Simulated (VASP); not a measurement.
# HfO2: single point with PBE

HfO2:

```
Hf O
1.0
     0.00000    2.55750    2.48077
     2.55750    0.00000    2.48077
     2.55750    2.55750    0.00000
Hf O
1 2
Cartesian
  0.0000 0.0000 0.0000
  1.2788 1.2788 1.2404
  3.8363 3.8363 3.7212
```

This cell differs from its parent crystal: z stretched by -3 %, then relaxed in part.

```
Program                : VASP 6.6.1
Task                   : single point
Functional             : PBE
Potentials or basis    : VASP PAW PBE potentials, release 64 (Hf_pv, O)
Cutoff                 : 520 eV
k mesh                 : 10 × 10 × 10
Occupations            : fermi-dirac, width 0.02 eV
Spin                   : no spin polarisation
Dipole correction      : no
Further INCAR settings : ALGO = Normal; EDIFF = 1e-06; NBANDS = 18
```

```
Pressure               : 1.4 GPa
Band gap on the k mesh : 3.49 eV, indirect (least direct gap 3.57 eV)
```

Stress tensor (GPa, compression positive):
```
-3.35  0.00  0.00
 0.00 -3.35  0.00
 0.00  0.00 10.96
```

Levels at points of the mesh, in eV from the valence-band top:
```tsv
k point	band 9	band 10	band 11	band 12	band 13	band 14
(0.00, 0.00, 0.00)	-0.97	-0.97	-0.56	3.49	3.76	5.69
(0.50, 0.00, 0.00)	-2.97	-2.08	-2.04	4.33	4.46	6.77
(0.50, 0.50, 0.00)	-1.85	-1.85	0.00	3.57	5.29	6.74
(0.50, 0.00, 0.50)	-1.99	-1.44	-0.33	3.54	5.32	6.28
```

Run time: 69 s on 1 thread of Intel Xeon 8259CL, on a shared host, peak memory 0.2 GiB.

Caveat: the cell differs from its parent crystal (z stretched by -3 %, then relaxed in part); spin-orbit coupling is left out, which moves the levels of the heavy elements. A k mesh can miss the band edges.
